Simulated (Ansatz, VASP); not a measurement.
**Two plane-wave programs on C**

```
CELL_PARAMETERS angstrom
0.00000 1.45472 1.45472
1.45472 0.00000 1.45472
1.45472 1.45472 0.00000
ATOMIC_POSITIONS crystal
C 0.00000 0.00000 0.00000
```

Alike in both runs: task single point; functional PBEsol; k mesh 20 × 20 × 20; occupations fermi-dirac, width 0.1 eV; no spin polarisation.

```csv
,VASP,Ansatz
version,VASP 6.6.1,Ansatz 0.2.0
potentials or method,"VASP PAW PBE potentials, release 64 (C), cutoff 520 eV","plane waves (420 eV) with PAW, scalar-relativistic"
valence electrons in the cell,4,4
```

|  | VASP | Ansatz | Ansatz less VASP |
| --- | --- | --- | --- |
| pressure (GPa) | 27.7 | 27.3 | -0.36 |

VASP's potentials were made for PBE, not for PBEsol, and Ansatz warns of the same on its side.
